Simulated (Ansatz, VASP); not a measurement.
# One calculation of KBr, two programs

```
K Br
1.0
     5.77164    0.00000    0.00000
     0.00000    5.66071    0.00000
     0.00000    0.00000    4.04717
K Br
2 2
Direct
  0.75000 0.24930 0.25086
  0.25000 0.75070 0.25086
  0.75000 0.74881 0.74914
  0.25000 0.25119 0.74914
```

Alike in both runs: functional PBE; k mesh 4 × 4 × 4; occupations gaussian, width 0.1 eV; no spin polarisation.

Ansatz relaxed the structure, and its values are those at the end. VASP's run is a single point on that final structure, the one shown.

|  | VASP | Ansatz |
| --- | --- | --- |
| version | VASP 6.6.1 | Ansatz 0.2.0 |
| potentials or method | VASP PAW PBE potentials, release 64 (K_sv, Br), cutoff 520 eV | scalar-relativistic, plane waves, PAW |
| valence electrons in the cell | 32 | 32 |

```tsv
	VASP	Ansatz	Ansatz less VASP
gap on the k mesh at the Fermi level (eV)	3.86	3.86	+0.001
least direct gap on the mesh (eV)	3.87	3.87	+0.001
pressure (GPa)	0.0	0.0	-0.02
rms of the force components (eV/Å)	0.006	0.006	0.0000
```
